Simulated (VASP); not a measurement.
# ScSbSe3 (Pm-3m) in VASP: a series of runs

ScSbSe3 is run at these levels: PBE; tasks: single point.

Everything below comes from runs of VASP 6.6.1. Logs are shortened: lines on timing, memory, paths and dates and some standing lists are left out, and cuts for length are marked.

## (1) The cell of the first run

The structure is cubic, space group Pm-3m (No. 221). The conventional cell has a = 5.063 Å, b = 5.063 Å, c = 5.063 Å, α = 90.00°, β = 90.00°, γ = 90.00°. Within 3.3 Å of Sc (site symmetry m-3m) lie 6 Se at 2.53 Å. Sb (site symmetry m-3m) has 12 Se at 3.58 Å and 8 Sc at 4.38 Å within 4.7 Å. Se (site symmetry 4/mmm) has 2 Sc at 2.53 Å within 3.3 Å.

## (2) Single point, PBE

INCAR

```
PREC = Accurate ; ENCUT = 520
EDIFF = 1E-6 ; ISMEAR = 0
SIGMA = 0.1 ; LREAL = False
LASPH = True ; NELM = 80
ALGO = Normal ; ISIF = 2
LWAVE = False ; LCHARG = False
GGA = PE ; NBANDS = 25
```

KPOINTS

```
regular mesh
0
Gamma
  4 4 4
```

POSCAR

```
ScSbSe3
1.0
    5.0631845400      0.0000000000      0.0000000000
    0.0000000000      5.0631845400      0.0000000000
    0.0000000000      0.0000000000      5.0631845400
Sc Sb Se
1 1 3
Direct
    0.5000000000      0.5000000000      0.5000000000
    0.0000000000      0.0000000000      0.0000000000
    0.0000000000      0.5000000000      0.5000000000
    0.5000000000      0.0000000000      0.5000000000
    0.5000000000      0.5000000000      0.0000000000
```

Potentials or basis: VASP PAW PBE potentials, release 64 (Sc_sv, Sb, Se).

The run is started by

```sh
cat potpaw_PBE.64/Sc_sv/POTCAR potpaw_PBE.64/Sb/POTCAR potpaw_PBE.64/Se/POTCAR > POTCAR
mpirun -np 1 vasp_std > vasp.out
```

OUTCAR:

```text
PREC = Accurate
   ENCUT = 520
   EDIFF = 1E-6
   ISMEAR = 0
   LREAL = False
   LASPH = True
   NELM = 80
   ISIF = 2
   GGA = PE

 ion  position               nearest neighbor table
   1  0.500  0.500  0.500-   3 2.53   4 2.53   5 2.53   5 2.53   4 2.53   3 2.53
   2  0.000  0.000  0.000-
   3  0.000  0.500  0.500-   1 2.53   1 2.53
   4  0.500  0.000  0.500-   1 2.53   1 2.53
   5  0.500  0.500  0.000-   1 2.53   1 2.53

  LATTYP: Found a simple cubic cell.
 ALAT       =     5.0631845400

  Lattice vectors:

 A1 = (   5.0631845400,   0.0000000000,   0.0000000000)
 A2 = (   0.0000000000,   5.0631845400,   0.0000000000)
 A3 = (   0.0000000000,   0.0000000000,   5.0631845400)

Analysis of symmetry for initial positions (statically):
=====================================================================
 Subroutine PRICEL returns:
 Original cell was already a primitive cell.

 Routine SETGRP: Setting up the symmetry group for a
 simple cubic supercell.

 Subroutine GETGRP returns: Found 48 space group operations
 (whereof 48 operations were pure point group operations)
 out of a pool of 48 trial point group operations.

The static configuration has the point symmetry O_h .

Analysis of symmetry for dynamics (positions and initial velocities):
=====================================================================
 Subroutine PRICEL returns:
 Original cell was already a primitive cell.

 Routine SETGRP: Setting up the symmetry group for a
 simple cubic supercell.

 Subroutine GETGRP returns: Found 48 space group operations
 (whereof 48 operations were pure point group operations)
 out of a pool of 48 trial point group operations.

The dynamic configuration has the point symmetry O_h .

 Subroutine INISYM returns: Found 48 space group operations
 (whereof 48 operations are pure point group operations),
 and found     1 'primitive' translations

----------------------------------------------------------------------------------------

                                     Primitive cell

  volume of cell :     129.7990

  direct lattice vectors                    reciprocal lattice vectors
     5.063184540  0.000000000  0.000000000     0.197504158  0.000000000  0.000000000
     0.000000000  5.063184540  0.000000000     0.000000000  0.197504158  0.000000000
     0.000000000  0.000000000  5.063184540     0.000000000  0.000000000  0.197504158

  length of vectors
     5.063184540  5.063184540  5.063184540     0.197504158  0.197504158  0.197504158

  position of ions in fractional coordinates (direct lattice)
     0.500000000  0.500000000  0.500000000
     0.000000000  0.000000000  0.000000000
     0.000000000  0.500000000  0.500000000
     0.500000000  0.000000000  0.500000000
     0.500000000  0.500000000  0.000000000

  ion indices of the primitive-cell ions
   primitive index   ion index
                 1           1
                 2           2
                 3           3
                 4           4
                 5           5

----------------------------------------------------------------------------------------

 KPOINTS: regular mesh

Automatic generation of k-mesh.
 Grid dimensions read from file:
 generate k-points for:    4    4    4

 Generating k-lattice:

  Cartesian coordinates                     Fractional coordinates (reciprocal lattice)
     0.049376040  0.000000000  0.000000000     0.250000000  0.000000000  0.000000000
     0.000000000  0.049376040  0.000000000     0.000000000  0.250000000  0.000000000
     0.000000000  0.000000000  0.049376040     0.000000000  0.000000000  0.250000000

  Length of vectors
     0.049376040  0.049376040  0.049376040

  Shift w.r.t. Gamma in fractional coordinates (k-lattice)
     0.000000000  0.000000000  0.000000000

 Subroutine IBZKPT returns following result:
 ===========================================

 Found     10 irreducible k-points:

 Following reciprocal coordinates:
            Coordinates               Weight
  0.000000  0.000000  0.000000      1.000000
  0.250000  0.000000  0.000000      6.000000
  0.500000  0.000000  0.000000      3.000000
  0.250000  0.250000  0.000000     12.000000
  0.500000  0.250000  0.000000     12.000000
  0.500000  0.500000  0.000000      3.000000
  0.250000  0.250000  0.250000      8.000000
  0.500000  0.250000  0.250000     12.000000
  0.500000  0.500000  0.250000      6.000000
  0.500000  0.500000  0.500000      1.000000
   k-points           NKPTS =     10   k-points in BZ     NKDIM =     10   number of bands    NBANDS=     25
   number of dos      NEDOS =    301   number of ions     NIONS =      5
   total plane-waves  NPLWV =  64000
   dimension x,y,z NGX =    40 NGY =   40 NGZ =   40
   dimension x,y,z NGXF=    80 NGYF=   80 NGZF=   80
   ions per type =               1   1   3
   NGX,Y,Z   is equivalent  to a cutoff of  13.13, 13.13, 13.13 a.u.
   NGXF,Y,Z  is equivalent  to a cutoff of  26.27, 26.27, 26.27 a.u.
 SYSTEM =  unknown system
   PREC   = accura    normal or accurate (medium, high low for compatibility)
   ISTART =      0    job   : 0-new  1-cont  2-samecut
   ICHARG =      2    charge: 1-file 2-atom 10-const
   ISPIN  =      1    spin polarized calculation?
   LNONCOLLINEAR =      F non collinear calculations
   LSORBIT =      F    spin-orbit coupling
   LASPH  =      T    aspherical Exc in radial PAW
   ENCUT  =  520.0 eV  38.22 Ry    6.18 a.u.   9.41  9.41  9.41*2*pi/ulx,y,z
   NELM   =     80;   NELMIN=  2; NELMDL= -5     # of ELM steps
   EDIFF  = 0.1E-05   stopping-criterion for ELM
   LREAL  =      F    real-space projection
   EDIFFG = 0.1E-04   stopping-criterion for IOM
   NSW    =      0    number of steps for IOM
   IBRION =     -1    ionic relax: 0-MD 1-quasi-New 2-CG
   NFREE  =      0    steps in history (QN), initial steepest desc. (CG)
   ISIF   =      2    stress and relaxation
   ISYM   =      2    0-nonsym 1-usesym 2-fastsym
   POTIM  = 0.5000    time-step for ionic-motion
   TEBEG  =    0.0;   TEEND  =   0.0 temperature during run
   PSTRESS=    0.0 pullay stress
   NELECT =      34.0000    total number of electrons
   NUPDOWN=      -1.0000    fix difference up-down
   EMIN   =  10.00;   EMAX   =-10.00  energy-range for DOS
   EFERMI =   0.00;   METHOD = LEGACY
   ISMEAR =     0;   SIGMA  =   0.10  broadening in eV -4-tet -1-fermi 0-gaus
   EFERMI_NEDOS =   21; number of points for ismear=-14 and -15
   IALGO  =     38    algorithm
   IMIX   =      4    mixing-type and parameters
     AMIX     =   0.40;   BMIX     =  1.00
     AMIX_MAG =   1.60;   BMIX_MAG =  1.00
  volume/ion in A,a.u.               =      25.96       175.19
  Fermi-wavevector in a.u.,A,eV,Ry     =   1.047476  1.979442 14.928391  1.097206
  Thomas-Fermi vector in A             =   2.182358
   LORBIT       =      0    0 simple, 1 ext, 2 COOP (PROOUT), +10 PAW based schemes
   GGA     = PE    functional components
   LHFCALC =     F    Hartree Fock is set to
   AEXX    =    0.0000 exact exchange contribution
   IVDW    =     0    specifies the selected vdW correction
   LEPSILON=     F    determine dielectric tensor
   LRPA    =     F    only Hartree local field effects (RPA)
 non-spin polarized calculation
 Gauss-broadening in eV      SIGMA  =   0.10
  energy-cutoff  :      520.00
  volume of cell :      129.80
 maximum number of plane-waves:      3532
 NGX is ok and might be reduce to    40
   NGX = 19   NGY = 19   NGZ = 19

 number of electron      34.0000002 magnetization

 Free energy of the ion-electron system (eV)
  ---------------------------------------------------
  ext. energy  EPLUGINS =         0.00000000
  ---------------------------------------------------
  free energy    TOTEN  =       -22.65361438 eV

  energy without entropy =      -22.64310575  energy(sigma->0) =      -22.64836006

 E-fermi :   3.7552     XC(G=0):  -9.4981

 val. band max:        3.6977016707   @ k =   0.5000   0.2500   0.2500
 cond. band min:       3.8884779847   @ k =   0.5000   0.2500   0.0000
 fundamental gap:      0.1907763140
 Fermi energy:         3.7551543625

 k-point     1 :       0.0000    0.0000    0.0000
  band No.  band energies     occupation
      1     -45.0837      2.00000
      2     -23.7951      2.00000
      3     -23.7951      2.00000
      4     -23.7951      2.00000
      5      -9.4283      2.00000
      6      -7.9780      2.00000
[... 17 lines left out ...]
     24       6.9471      0.00000
     25       6.9471      0.00000

 k-point     2 :       0.2500    0.0000    0.0000
  band No.  band energies     occupation
      1     -45.0838      2.00000
      2     -23.7998      2.00000
      3     -23.7949      2.00000
      4     -23.7949      2.00000
      5      -9.2179      2.00000
      6      -8.0769      2.00000
[... 17 lines left out ...]
     24       6.9860      0.00000
     25       7.7639      0.00000

 k-point     3 :       0.5000    0.0000    0.0000
  band No.  band energies     occupation
      1     -45.0838      2.00000
      2     -23.8044      2.00000
      3     -23.7947      2.00000
      4     -23.7947      2.00000
      5      -8.8995      2.00000
      6      -8.2974      2.00000
[... 17 lines left out ...]
     24       7.2013      0.00000
     25       8.1106      0.00000

 k-point     4 :       0.2500    0.2500    0.0000
  band No.  band energies     occupation
      1     -45.0838      2.00000
      2     -23.7995      2.00000
      3     -23.7995      2.00000
      4     -23.7947      2.00000
      5      -9.0154      2.00000
      6      -8.0702      2.00000
[... 17 lines left out ...]
     24       7.3058      0.00000
     25       8.7037      0.00000
[... 85 lines left out ...]
 k-point     8 :       0.5000    0.2500    0.2500
  band No.  band energies     occupation
      1     -45.0839      2.00000
      2     -23.8039      2.00000
      3     -23.7991      2.00000
      4     -23.7990      2.00000
      5      -8.5329      2.00000
      6      -8.1774      2.00000
[... 17 lines left out ...]
     24       8.5536      0.00000
     25       9.4295      0.00000

 k-point     9 :       0.5000    0.5000    0.2500
  band No.  band energies     occupation
      1     -45.0839      2.00000
      2     -23.8036      2.00000
      3     -23.8036      2.00000
      4     -23.7988      2.00000
      5      -8.2676      2.00000
      6      -8.1236      2.00000
[... 17 lines left out ...]
     24       8.7463      0.00000
     25      10.8497      0.00000

 k-point    10 :       0.5000    0.5000    0.5000
  band No.  band energies     occupation
      1     -45.0840      2.00000
      2     -23.8033      2.00000
      3     -23.8033      2.00000
      4     -23.8033      2.00000
      5      -8.0928      2.00000
      6      -8.0928      2.00000
[... 17 lines left out ...]
     24       9.7348      0.00000
     25       9.7348      0.00000

------------------------ aborting loop because EDIFF is reached ----------------------------------------

  FORCE on cell =-STRESS in cart. coord.  units (eV):
  Direction    XX          YY          ZZ          XY          YZ          ZX
  --------------------------------------------------------------------------------------
  -------------------------------------------------------------------------------------
  Total        1.7833973      1.7833973      1.7833973      0.0000000     -0.0000000      0.0000000
  in kB       22.0134150     22.0134150     22.0134150      0.0000000     -0.0000000      0.0000000
  external PRESSURE =      22.0134150 kB  Pullay stress =       0.0000000 kB

 VOLUME and BASIS-vectors are now :
 -----------------------------------------------------------------------------
  energy-cutoff  :      520.00
  volume of cell :      129.80
      direct lattice vectors                 reciprocal lattice vectors
     5.063184540  0.000000000  0.000000000     0.197504158  0.000000000  0.000000000
     0.000000000  5.063184540  0.000000000     0.000000000  0.197504158  0.000000000
     0.000000000  0.000000000  5.063184540     0.000000000  0.000000000  0.197504158

 POSITION                                       TOTAL-FORCE (eV/Angst)
 -----------------------------------------------------------------------------------
      2.53159      2.53159      2.53159         0.000000      0.000000      0.000000
      0.00000      0.00000      0.00000         0.000000      0.000000      0.000000
      0.00000      2.53159      2.53159         0.000000      0.000000      0.000000
      2.53159      0.00000      2.53159         0.000000      0.000000      0.000000
      2.53159      2.53159      0.00000         0.000000      0.000000      0.000000
 -----------------------------------------------------------------------------------
    total drift:                                0.000000      0.000000     -0.000000

  FREE ENERGIE OF THE ION-ELECTRON SYSTEM (eV)
  ---------------------------------------------------
  free  energy   TOTEN  =       -22.6536143755 eV

  energy  without entropy=      -22.6431057501  energy(sigma->0) =      -22.64836006
```

It took 14 s on 1 thread of Intel Xeon 6975P-C (Granite Rapids), shared host; peak memory 0.25 GiB.

Results:

* Free energy: -22.6536 eV
* Pressure: 2.2 GPa
* Band gap on the k mesh: zero (band 17 reaches 4.33 eV, above the bottom of band 18 at 3.55 eV)

Caveat: spin-orbit coupling is left out, which moves the levels of the heavy elements.

## (3) Single point, PBE

This run uses another cell than the first one, of 26.95 Å³/atom, 1.038 times its volume.

INCAR

```
PREC = Accurate
ENCUT = 520
EDIFF = 1E-7
ISMEAR = 0
SIGMA = 0.1
LREAL = False
LASPH = True
NELM = 100
ALGO = Normal
ISIF = 2
LWAVE = False
LCHARG = True
GGA = PE
LELF = True
LVHAR = True
NBANDS = 25
```

KPOINTS

```
Automatic mesh
0
Gamma
  8 8 8
```

Changes to POSCAR since step 2:

```diff
@@ -2,5 +2,5 @@
 1.0
-    5.0631845400      0.0000000000      0.0000000000
-    0.0000000000      5.0631845400      0.0000000000
-    0.0000000000      0.0000000000      5.0631845400
+    5.1269410185      0.0000000000      0.0000000000
+    0.0000000000      5.1269410185      0.0000000000
+    0.0000000000      0.0000000000      5.1269410185
 Sc Sb Se
```

Potentials or basis: VASP PAW PBE potentials, release 64 (Sc_sv, Sb, Se).

The run is started by

```sh
cat potpaw_PBE.64/Sc_sv/POTCAR potpaw_PBE.64/Sb/POTCAR potpaw_PBE.64/Se/POTCAR > POTCAR
mpirun -np 1 vasp_std > vasp.out
```

Run time: 46 s. Hardware: 1 thread of Intel Xeon 6975P-C (Granite Rapids), shared host; peak memory 0.31 GiB.

The run converged. Its results:

```
Free energy            : -22.6169 eV
Pressure               : 0.1 GPa
Band gap on the k mesh : zero (band 17 reaches 3.90 eV, above the bottom of band 18 at 3.14 eV)
```

Levels at points of the mesh, in eV from the Fermi level:
```
           k point  band 14  band 15  band 16  band 17  band 18  band 19  band 20  band 21
(0.00, 0.00, 0.00)    -0.92    -0.72    -0.72    -0.72     1.50     1.50     1.50     1.79
(0.50, 0.00, 0.00)    -1.45    -1.37    -0.60    -0.37    -0.37     0.71     0.71     1.58
(0.50, 0.50, 0.00)    -2.08    -2.08    -2.04    -0.55     0.35     1.39     1.39     3.19
(0.50, 0.50, 0.50)    -2.59     0.39     0.39     0.39     1.24     1.24     1.24     3.97
```

Caveat: spin-orbit coupling is left out, which moves the levels of the heavy elements.
